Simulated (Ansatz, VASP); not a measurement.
**One calculation of AlB3P4, two programs**

```
Al B P
1.0
     3.35022    0.00000    0.00000
     0.00000    6.81330    0.00000
     0.00000    0.00000    4.83644
Al B P
1 3 4
Direct
  0.50000 0.00000 0.50065
  0.00000 0.73161 0.00067
  0.50000 0.50000 0.50617
  0.00000 0.26839 0.00067
  0.50000 0.72039 0.76967
  0.00000 0.50000 0.26830
  0.50000 0.27961 0.76967
  0.00000 0.00000 0.18419
```

Alike in both runs: functional PBE; k mesh 6 × 4 × 4; occupations gaussian, width 0.1 eV; no spin polarisation.

Ansatz relaxed the structure, and its values are those at the end. VASP's run is a single point on that final structure, the one shown.

|  | VASP | Ansatz |
| --- | --- | --- |
| version | VASP 6.6.1 | Ansatz 0.2.0 |
| potentials or method | VASP PAW PBE potentials, release 64 (Al, B, P), cutoff 520 eV | scalar-relativistic, plane waves, PAW |
| valence electrons in the cell | 32 | 32 |

|  | VASP | Ansatz | Ansatz less VASP |
| --- | --- | --- | --- |
| gap on the k mesh at the Fermi level (eV) | 0.43 | 0.43 | +0.003 |
| least direct gap on the mesh (eV) | 0.43 | 0.44 | +0.003 |
| pressure (GPa) | -0.2 | 0.0 | +0.17 |

With one functional, cell and mesh, what is left measures potentials, basis and numerics.
